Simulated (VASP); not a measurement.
# LiF: single point with LDA

LiF:

```
Li F
1.0
     2.83618    0.00000    0.00000
    -1.41809    2.45620    0.00000
     0.00000    0.00000    4.46727
Li F
2 2
Cartesian
  0.0000 1.6375 1.7153
  1.4181 0.8187 3.9490
  0.0000 1.6375 4.4271
  1.4181 0.8187 2.1935
```

This cell differs from its parent crystal: volume 7.780 Å^3 an atom, c/a of the conventional cell 1.5751.

```
Program                : VASP 6.6.1
Task                   : single point
Functional             : LDA
Potentials or basis    : VASP PAW LDA potentials, release 64 (Li_sv, F)
Cutoff                 : 520 eV
k mesh                 : 9 × 9 × 6
Occupations            : gaussian, width 0.05 eV
Spin                   : no spin polarisation
Dipole correction      : no
Further INCAR settings : ALGO = Normal; EDIFF = 1e-06; NBANDS = 18
```

```yaml
Largest_force: 0.153 eV/Å
Band_gap_on_the_k_mesh: 8.92 eV, direct
```

Forces in eV/Å, atoms in the order of the input:
```
Li   0.000  0.000 -0.153
Li   0.000  0.000 -0.153
F    0.000  0.000  0.153
F    0.000  0.000  0.153
```

Levels at points of the mesh, in eV from the valence-band top:
```csv
k point,band 8,band 9,band 10,band 11,band 12,band 13
"(0.00, 0.00, 0.00)",-0.25,-0.25,0.00,8.92,13.37,17.48
"(0.00, 0.00, 0.50)",-0.48,-0.48,-0.48,10.75,10.75,19.32
```

Wall time 19 s on 1 thread of Intel(R) Xeon(R) Platinum 8259CL CPU @ 2.50GHz (Skylake/Cascade Lake) (shared host), peak memory 0.14 GiB.

 A k mesh can miss the band edges.
